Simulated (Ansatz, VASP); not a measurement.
Two plane-wave programs on As

```
CELL_PARAMETERS angstrom
3.57049 0.00000 0.00000
-1.78524 3.09213 0.00000
0.00000 0.00000 19.39812
ATOMIC_POSITIONS crystal
As 0.33333 0.66667 0.46396
As 0.66667 0.33333 0.53604
```

Alike in both runs: task relaxation of the atoms; functional PBE; dispersion D3(BJ); k mesh 9 × 9 × 1; occupations gaussian, width 0.05 eV; no spin polarisation.

|  | VASP | Ansatz |
| --- | --- | --- |
| version | VASP 6.6.1 | Ansatz 0.2.0 |
| potentials or method | VASP PAW PBE potentials, release 64 (As), cutoff 520 eV | scalar-relativistic, plane waves, PAW |
| valence electrons in the cell | 10 | 30 |

|  | VASP | Ansatz | Ansatz less VASP |
| --- | --- | --- | --- |
| gap on the k mesh at the Fermi level, each at its own relaxed structure (eV) | 1.51 | 1.55 | +0.034 |

VASP's potentials hold 10 valence electrons a cell and Ansatz's 30, so a difference there can come from the potentials and not from the codes.
